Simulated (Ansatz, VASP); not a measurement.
Si: VASP beside Ansatz

The input INCAR:

```
  ALGO = Fast
  EDIFF = 1E-6
  ENCUT = 520
  GGA = PE
  ISIF = 2
  ISMEAR = 0
  LASPH = True
  LCHARG = True
  LELF = True
  LREAL = False
  LVHAR = True
  LWAVE = False
  NBANDS = 26
  NELM = 60
  PREC = Accurate
  SIGMA = 0.15
```

Contents of KPOINTS:

```
k-points
0
Gamma
  10 10 10
```

Contents of POSCAR:

```
Si
1.0
   -3.3579950982      3.3579950982      3.0987578766
    3.3579950982     -3.3579950982      3.0987578766
    3.3579950982      3.3579950982     -3.0987578766
Si
8
Direct
    0.2028545115      0.2028545115      0.2028545115
    0.5000000000      0.0000000000      0.2971454885
    0.2971454885      0.5000000000      0.0000000000
    0.0000000000      0.2971454885      0.5000000000
    0.7971454885      0.7971454885      0.7971454885
    0.5000000000      0.0000000000      0.7028545115
    0.7028545115      0.5000000000      0.0000000000
    0.0000000000      0.7028545115      0.5000000000
```

Input for Ansatz:

```yaml
crystal:
  lattice:
    - [-3.3579950982, 3.3579950982, 3.0987578766]
    - [3.3579950982, -3.3579950982, 3.0987578766]
    - [3.3579950982, 3.3579950982, -3.0987578766]
  atoms:
    - { symbol: Si, position: [0.2028545115, 0.2028545115, 0.2028545115] }
    - { symbol: Si, position: [0.5, 0.0, 0.2971454885] }
    - { symbol: Si, position: [0.2971454885, 0.5, 0.0] }
    - { symbol: Si, position: [0.0, 0.2971454885, 0.5] }
    - { symbol: Si, position: [0.7971454885, 0.7971454885, 0.7971454885] }
    - { symbol: Si, position: [0.5, 0.0, 0.7028545115] }
    - { symbol: Si, position: [0.7028545115, 0.5, 0.0] }
    - { symbol: Si, position: [0.0, 0.7028545115, 0.5] }
basis:
  ecutwfc: 420
kpoints:
  mp_grid: { grid: [10, 10, 10] }
hamiltonian:
  xc: pbe
  pseudopotentials: { kind: paw, azcp: { folder: soft_1 } }
scf:
  occupations: { method: gaussian, width: 0.15 }
output:
  forces: true
  stress: true
  eigenvalues: true
  write_density: true
  write_potential: true
  elf: true
  volumetric_format: npy
```

Alike in both runs: task single point; functional PBE; k mesh 10 × 10 × 10; occupations gaussian, width 0.15 eV; no spin polarisation.

|  | VASP | Ansatz |
| --- | --- | --- |
| version | VASP 6.6.1 | Ansatz 0.2.0 |
| potentials or method | VASP PAW PBE potentials, release 64 (Si), cutoff 520 eV | scalar-relativistic, plane waves, PAW |
| valence electrons in the cell | 32 | 32 |

```tsv
	VASP	Ansatz	Ansatz less VASP
gap on the k mesh at the Fermi level (eV)	none	none	-
pressure (GPa)	6.0	6.1	+0.09
traceless stress, the component that is largest in VASP (GPa)	8.01	8.01	-0.006
rms of the force components (eV/Å)	0.391	0.393	+0.0014
```

Atom by atom the forces differ by 0.002 eV/Å (rms over components). A gap of «none» marks a metal or a gap that the smearing closes.
